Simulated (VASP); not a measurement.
# Ca5Mg (P-62m) in VASP: a series of runs, part 2 of 2

VASP 6.6.1. The steps go on from the part before.

## (3) Single point, LDA

INCAR reads:

```
SYSTEM = Ca5Mg
ALGO     = Normal         ! electronic algorithm
EDIFF    = 1E-6           ! SCF threshold, eV
ENCUT    = 520            ! plane-wave cutoff, eV
GGA      = CA             ! functional
ISIF     = 2              ! what is computed and relaxed
ISMEAR   = 0              ! smearing method
LASPH    = .True.         ! aspherical terms in the spheres
LCHARG   = .False.        ! write CHGCAR
LREAL    = .False.        ! projectors in reciprocal space
LWAVE    = .False.        ! write WAVECAR
NBANDS   = 35             ! bands
NELM     = 80             ! most SCF steps
PREC     = Accurate       ! precision mode
SIGMA    = 0.15           ! smearing width, eV
```

KPOINTS reads:

```
k-points
0
Gamma
  4 4 4
  0 0 0
```

POSCAR reads:

```
Ca5Mg
1.0
    6.6066120000      0.0000000000      0.0000000000
   -3.3033060000      5.7214938249      0.0000000000
    0.0000000000      0.0000000000      6.2102690000
Ca Mg
5 1
Direct
    0.6781060000      0.0000000000      0.5000000000
    0.3218940000      0.3218940000      0.5000000000
    1.0000000000      0.6781060000      0.5000000000
    0.6666670000      0.3333330000      0.0000000000
    0.3333330000      0.6666670000      0.0000000000
    0.0000000000      0.0000000000      0.0000000000
```

Potentials or basis: VASP PAW LDA potentials, release 64 (Ca_sv, Mg).

On the command line:

```
cat potpaw_LDA.64/Ca_sv/POTCAR potpaw_LDA.64/Mg/POTCAR > POTCAR
mpirun -np 1 vasp_std > vasp.out
```

OUTCAR:

```text
SYSTEM = Ca5Mg
   EDIFF = 1E-6
   ENCUT = 520
   GGA = CA
   ISIF = 2
   ISMEAR = 0
   LASPH = .True.
   LREAL = .False.
   NELM = 80
   PREC = Accurate

 ion  position               nearest neighbor table
   1  0.678  0.000  0.500-
   2  0.322  0.322  0.500-
   3  0.000  0.678  0.500-
   4  0.667  0.333  0.000-
   5  0.333  0.667  0.000-
   6  0.000  0.000  0.000-

  LATTYP: Found a hexagonal cell.
 ALAT       =     6.6066120000
 C/A-ratio  =     0.9400081312

  Lattice vectors:

 A1 = (   6.6066120000,   0.0000000000,   0.0000000000)
 A2 = (  -3.3033060000,   5.7214938249,   0.0000000000)
 A3 = (   0.0000000000,   0.0000000000,   6.2102690000)

Analysis of symmetry for initial positions (statically):
=====================================================================
 Subroutine PRICEL returns:
 Original cell was already a primitive cell.

 Routine SETGRP: Setting up the symmetry group for a
 hexagonal supercell.

 Subroutine GETGRP returns: Found 12 space group operations
 (whereof 12 operations were pure point group operations)
 out of a pool of 24 trial point group operations.

The static configuration has the point symmetry D_3h.

Analysis of symmetry for dynamics (positions and initial velocities):
=====================================================================
 Subroutine PRICEL returns:
 Original cell was already a primitive cell.

 Routine SETGRP: Setting up the symmetry group for a
 hexagonal supercell.

 Subroutine GETGRP returns: Found 12 space group operations
 (whereof 12 operations were pure point group operations)
 out of a pool of 24 trial point group operations.

The dynamic configuration has the point symmetry D_3h.
[... 110 lines left out ...]
   EFERMI_NEDOS =   21; number of points for ismear=-14 and -15
   IALGO  =     38    algorithm
   IMIX   =      4    mixing-type and parameters
     AMIX     =   0.40;   BMIX     =  1.00
     AMIX_MAG =   1.60;   BMIX_MAG =  1.00
  volume/ion in A,a.u.               =      39.12       264.02
  Fermi-wavevector in a.u.,A,eV,Ry     =   0.990550  1.871868 13.349891  0.981189
  Thomas-Fermi vector in A             =   2.122228
   LORBIT       =      0    0 simple, 1 ext, 2 COOP (PROOUT), +10 PAW based schemes
   GGA     = CA    functional components
   LHFCALC =     F    Hartree Fock is set to
   AEXX    =    0.0000 exact exchange contribution
   IVDW    =     0    specifies the selected vdW correction
   LEPSILON=     F    determine dielectric tensor
   LRPA    =     F    only Hartree local field effects (RPA)
 non-spin polarized calculation
 Gauss-broadening in eV      SIGMA  =   0.15
  energy-cutoff  :      520.00
  volume of cell :      234.75
 maximum number of plane-waves:      6359
 NGX is ok and might be reduce to    50
   NGX = 25   NGY = 25   NGZ = 23

 number of electron      52.0000007 magnetization

 Free energy of the ion-electron system (eV)
  ---------------------------------------------------
  ext. energy  EPLUGINS =         0.00000000
  ---------------------------------------------------
  free energy    TOTEN  =       -12.79037851 eV

  energy without entropy =      -12.74323576  energy(sigma->0) =      -12.76680713

 E-fermi :   1.8379     XC(G=0):  -8.0330

 val. band max:        1.7976922855   @ k =   0.5000   0.0000   0.5000
 cond. band min:       1.8606119482   @ k =   0.2500   0.0000   0.5000
 fundamental gap:      0.0629196627
 Fermi energy:         1.8378784730

 k-point     1 :       0.0000    0.0000    0.0000
  band No.  band energies     occupation
      1     -39.7647      2.00000
      2     -39.7539      2.00000
      3     -39.6852      2.00000
      4     -39.6699      2.00000
      5     -39.6699      2.00000
      6     -21.0912      2.00000
[... 445 lines left out ...]
     34       3.4462      0.00000
     35       3.4562      0.00000

------------------------ aborting loop because EDIFF is reached ----------------------------------------

  FORCE on cell =-STRESS in cart. coord.  units (eV):
  Direction    XX          YY          ZZ          XY          YZ          ZX
  --------------------------------------------------------------------------------------
  -------------------------------------------------------------------------------------
  Total       -3.2335503     -3.2335503     -2.8875273     -0.0000000     -0.0000000      0.0000000
  in kB      -22.0694524    -22.0694524    -19.7077948     -0.0000000     -0.0000000      0.0000000
  external PRESSURE =     -21.2822332 kB  Pullay stress =       0.0000000 kB

 VOLUME and BASIS-vectors are now :
 -----------------------------------------------------------------------------
  energy-cutoff  :      520.00
  volume of cell :      234.75
      direct lattice vectors                 reciprocal lattice vectors
     6.606612000  0.000000000  0.000000000     0.151363513  0.087389765  0.000000000
    -3.303306000  5.721493825  0.000000000     0.000000000  0.174779530  0.000000000
     0.000000000  0.000000000  6.210269000     0.000000000  0.000000000  0.161023621

 POSITION                                       TOTAL-FORCE (eV/Angst)
 -----------------------------------------------------------------------------------
      4.47998      0.00000      3.10513         0.007978      0.000000     -0.000000
      1.06331      1.84171      3.10513        -0.003989     -0.006909      0.000000
     -2.23999      3.87978      3.10513        -0.003989      0.006909     -0.000000
      3.30331      1.90716      0.00000         0.000000      0.000000     -0.000000
     -0.00000      3.81433      0.00000         0.000000      0.000000     -0.000000
      0.00000      0.00000      0.00000         0.000000     -0.000000     -0.000000
 -----------------------------------------------------------------------------------
    total drift:                               -0.000000     -0.000000      0.000000

  FREE ENERGIE OF THE ION-ELECTRON SYSTEM (eV)
  ---------------------------------------------------
  free  energy   TOTEN  =       -12.7903785069 eV

  energy  without entropy=      -12.7432357594  energy(sigma->0) =      -12.76680713
```

OSZICAR:

```text
N       E                     dE             d eps       ncg     rms          rms(c)
DAV:   1     0.509038617806E+03    0.50904E+03   -0.25091E+04   848   0.133E+03
DAV:   2     0.223608216606E+02   -0.48668E+03   -0.48077E+03   849   0.408E+02
DAV:   3    -0.868481284683E+01   -0.31046E+02   -0.30425E+02  1421   0.742E+01
DAV:   4    -0.127424116989E+02   -0.40576E+01   -0.40304E+01  1384   0.219E+01
DAV:   5    -0.129379079216E+02   -0.19550E+00   -0.19527E+00  1280   0.474E+00    0.531E+00
DAV:   6    -0.128106813862E+02    0.12723E+00   -0.37224E-01  1160   0.329E+00    0.311E+00
DAV:   7    -0.127931491737E+02    0.17532E-01   -0.98216E-02  1128   0.213E+00    0.875E-01
DAV:   8    -0.127906088214E+02    0.25404E-02   -0.99392E-03  1160   0.731E-01    0.921E-02
DAV:   9    -0.127903776617E+02    0.23116E-03   -0.19743E-03  1360   0.223E-01    0.544E-02
DAV:  10    -0.127903836798E+02   -0.60181E-05   -0.16348E-04  1184   0.652E-02    0.187E-02
DAV:  11    -0.127903785949E+02    0.50849E-05   -0.25756E-05  1192   0.264E-02    0.493E-03
DAV:  12    -0.127903785069E+02    0.88023E-07   -0.12264E-06   808   0.754E-03
   1 F= -.12790379E+02 E0= -.12766807E+02  d E =-.471427E-01
```

It took 2.7 min on 1 thread of Intel Xeon 8259CL, shared host; peak memory 0.31 GiB.

Results:

```yaml
Free_energy: -12.7904 eV
Pressure: -2.1 GPa
Largest_force: 0.008 eV/Å
Band_gap_on_the_k_mesh: zero (bands 26 and 27 overlap by 0.41 eV)
```

Forces on the atoms (eV/Å):
```
Ca   0.008  0.000  0.000
Ca  -0.004 -0.007  0.000
Ca  -0.004  0.007  0.000
Ca   0.000  0.000  0.000
Ca   0.000  0.000  0.000
Mg   0.000  0.000  0.000
```

Stress tensor (GPa, compression positive):
```
-2.21  0.00  0.00
 0.00 -2.21  0.00
 0.00  0.00 -1.97
```

Levels at points of the mesh, in eV from the Fermi level:
```tsv
k point	band 24	band 25	band 26	band 27	band 28	band 29
(0.00, 0.00, 0.00)	-0.51	-0.29	-0.28	-0.23	0.04	0.04
(0.50, 0.00, 0.00)	-0.83	-0.28	-0.12	0.16	0.22	0.31
(0.00, 0.00, 0.50)	-0.12	-0.10	0.19	0.19	0.24	0.41
(0.50, 0.00, 0.50)	-1.86	-0.76	-0.63	-0.04	0.15	0.94
```

## (4) Single point, LDA

INCAR reads:

```
PREC = Accurate ; ENCUT = 520
EDIFF = 1E-7 ; ISMEAR = 0
SIGMA = 0.1 ; LREAL = F
LASPH = T ; NELM = 60
ALGO = Normal ; ISIF = 2
LWAVE = F ; LCHARG = F
NBANDS = 35
```

KPOINTS reads:

```
Automatic mesh
0
Gamma
  4 4 4
```

POSCAR is that of step 3.

On the command line:

```
cat potpaw_LDA.64/Ca_sv/POTCAR potpaw_LDA.64/Mg/POTCAR > POTCAR
mpirun -np 1 vasp_std > vasp.out
```

It took 3.1 min on 1 thread of Intel Xeon 8259CL, shared host; peak memory 0.31 GiB.

The run converged. Its results:

- Free energy: -12.7785 eV
- Pressure: -2.1 GPa
- Largest force: 0.008 eV/Å
- Band gap on the k mesh: zero (bands 26 and 27 overlap by 0.41 eV)

Forces on the atoms (eV/Å):
```
Ca   0.008  0.000  0.000
Ca  -0.004 -0.007  0.000
Ca  -0.004  0.007  0.000
Ca   0.000  0.000  0.000
Ca   0.000  0.000  0.000
Mg   0.000  0.000  0.000
```

Stress tensor (GPa, compression positive):
```
-2.22  0.00  0.00
 0.00 -2.22  0.00
 0.00  0.00 -1.96
```

Levels at points of the mesh, in eV from the Fermi level:
| k point | band 23 | band 24 | band 25 | band 26 | band 27 | band 28 | band 29 | band 30 |
| --- | --- | --- | --- | --- | --- | --- | --- | --- |
| (0.00, 0.00, 0.00) | -0.52 | -0.52 | -0.30 | -0.29 | -0.24 | 0.03 | 0.03 | 0.61 |
| (0.50, 0.00, 0.00) | -1.30 | -0.84 | -0.29 | -0.13 | 0.15 | 0.21 | 0.30 | 0.45 |
| (0.00, 0.00, 0.50) | -0.12 | -0.12 | -0.11 | 0.17 | 0.17 | 0.22 | 0.40 | 0.50 |
| (0.50, 0.00, 0.50) | -2.08 | -1.87 | -0.77 | -0.64 | -0.05 | 0.14 | 0.93 | 1.02 |

## (5) Single point, LDA

INCAR reads:

```
SYSTEM = Ca5Mg
ALGO = Normal
EDIFF = 1E-7
ENCUT = 520
GGA = CA
ISIF = 2
ISMEAR = 0
LASPH = .True.
LCHARG = .False.
LREAL = .False.
LWAVE = .False.
NBANDS = 35
NELM = 100
PREC = Accurate
SIGMA = 0.05
```

KPOINTS reads:

```
k-points
0
Gamma
  4 4 4
  0 0 0
```

POSCAR is that of step 4.

Potentials or basis: VASP PAW LDA potentials, release 64 (Ca_sv, Mg).

On the command line:

```
cat potpaw_LDA.64/Ca_sv/POTCAR potpaw_LDA.64/Mg/POTCAR > POTCAR
mpirun -np 1 vasp_std > vasp.out
```

OUTCAR:

```text
SYSTEM = Ca5Mg
   EDIFF = 1E-7
   ENCUT = 520
   GGA = CA
   ISIF = 2
   ISMEAR = 0
   LASPH = .True.
   LREAL = .False.
   NELM = 100
   PREC = Accurate

 ion  position               nearest neighbor table
   1  0.678  0.000  0.500-
   2  0.322  0.322  0.500-
   3  0.000  0.678  0.500-
   4  0.667  0.333  0.000-
   5  0.333  0.667  0.000-
[... 648 lines left out ...]
  Direction    XX          YY          ZZ          XY          YZ          ZX
  --------------------------------------------------------------------------------------
  -------------------------------------------------------------------------------------
  Total       -3.2592916     -3.2592916     -2.8400348      0.0000000      0.0000000      0.0000000
  in kB      -22.2451407    -22.2451407    -19.3836519      0.0000000      0.0000000      0.0000000
  external PRESSURE =     -21.2913111 kB  Pullay stress =       0.0000000 kB

 VOLUME and BASIS-vectors are now :
 -----------------------------------------------------------------------------
  energy-cutoff  :      520.00
  volume of cell :      234.75
      direct lattice vectors                 reciprocal lattice vectors
     6.606612000  0.000000000  0.000000000     0.151363513  0.087389765  0.000000000
    -3.303306000  5.721493825  0.000000000     0.000000000  0.174779530  0.000000000
     0.000000000  0.000000000  6.210269000     0.000000000  0.000000000  0.161023621

 POSITION                                       TOTAL-FORCE (eV/Angst)
 -----------------------------------------------------------------------------------
      4.47998      0.00000      3.10513         0.008996     -0.000000     -0.000000
      1.06331      1.84171      3.10513        -0.004498     -0.007791      0.000000
     -2.23999      3.87978      3.10513        -0.004498      0.007791     -0.000000
      3.30331      1.90716      0.00000        -0.000000     -0.000000     -0.000000
     -0.00000      3.81433      0.00000        -0.000000     -0.000000     -0.000000
      0.00000      0.00000      0.00000        -0.000000     -0.000000     -0.000000
 -----------------------------------------------------------------------------------
    total drift:                               -0.000000     -0.000000      0.000000

  FREE ENERGIE OF THE ION-ELECTRON SYSTEM (eV)
  ---------------------------------------------------
  free  energy   TOTEN  =       -12.7726643205 eV

  energy  without entropy=      -12.7687086474  energy(sigma->0) =      -12.77068648
```

Run time: 2.8 min. Hardware: 1 thread of Intel Xeon 8259CL, shared host; peak memory 0.3 GiB.

What came out:

* Free energy: -12.7727 eV
* Pressure: -2.1 GPa
* Largest force: 0.009 eV/Å
* Band gap on the k mesh: zero (bands 26 and 27 overlap by 0.41 eV)

Forces in eV/Å, atoms in the order of the input:
```
Ca   0.009  0.000  0.000
Ca  -0.004 -0.008  0.000
Ca  -0.004  0.008  0.000
Ca   0.000  0.000  0.000
Ca   0.000  0.000  0.000
Mg   0.000  0.000  0.000
```

## (6) Single point, LDA

INCAR reads:

```
PREC = Accurate
ENCUT = 520
EDIFF = 1E-6
ISMEAR = 0
SIGMA = 0.025
LREAL = F
LASPH = T
NELM = 60
ALGO = Normal
ISIF = 2
LWAVE = F
LCHARG = T
GGA = CA
LELF = T
LVHAR = T
NBANDS = 35
```

KPOINTS reads:

```
Automatic mesh
0
Gamma
  4 4 4
```

POSCAR is that of step 5.

Potentials or basis: VASP PAW LDA potentials, release 64 (Ca_sv, Mg).

On the command line:

```
cat potpaw_LDA.64/Ca_sv/POTCAR potpaw_LDA.64/Mg/POTCAR > POTCAR
mpirun -np 1 vasp_std > vasp.out
```

Run time: 2.6 min. Hardware: 1 thread of Intel Xeon 8259CL, shared host; peak memory 0.31 GiB.

The run converged. Its results:

* Free energy: -12.7709 eV
* Pressure: -2.1 GPa
* Largest force: 0.010 eV/Å
* Band gap on the k mesh: zero (bands 26 and 27 overlap by 0.41 eV)

Forces on the atoms (eV/Å):
```
Ca   0.010  0.000  0.000
Ca  -0.005 -0.008  0.000
Ca  -0.005  0.008  0.000
Ca   0.000  0.000  0.000
Ca   0.000  0.000  0.000
Mg   0.000  0.000  0.000
```

Stress tensor (GPa, compression positive):
```
-2.23  0.00  0.00
 0.00 -2.23  0.00
 0.00  0.00 -1.94
```

Levels at points of the mesh, in eV from the Fermi level:
| k point | band 22 | band 23 | band 24 | band 25 | band 26 | band 27 | band 28 | band 29 | band 30 | band 31 |
| --- | --- | --- | --- | --- | --- | --- | --- | --- | --- | --- |
| (0.00, 0.00, 0.00) | -1.39 | -0.53 | -0.53 | -0.31 | -0.31 | -0.25 | 0.01 | 0.01 | 0.59 | 0.59 |
| (0.50, 0.00, 0.00) | -2.98 | -1.32 | -0.86 | -0.30 | -0.14 | 0.13 | 0.19 | 0.29 | 0.43 | 0.82 |
| (0.00, 0.00, 0.50) | -3.19 | -0.14 | -0.14 | -0.12 | 0.16 | 0.16 | 0.21 | 0.38 | 0.48 | 0.61 |
| (0.50, 0.00, 0.50) | -2.13 | -2.09 | -1.89 | -0.79 | -0.66 | -0.06 | 0.12 | 0.91 | 1.00 | 1.16 |

## (7) Summary

```csv
smearing,gap on the mesh (eV),pressure (GPa),largest force (eV/Å)
gaussian 0.25 eV,none,-2.1,0.01
gaussian 0.15 eV,none,-2.1,0.01
gaussian 0.1 eV,none,-2.1,0.01
gaussian 0.05 eV,none,-2.1,0.01
gaussian 0.025 eV,none,-2.1,0.01
```

Alike in all rows: task single point; level LDA; potentials or basis VASP PAW LDA potentials, release 64 (Ca_sv, Mg); no spin polarisation; cell as given; k mesh 4 × 4 × 4; cutoff (eV) 520.

Total energies depend on the potentials used, so only differences within one code and one set of settings carry meaning.
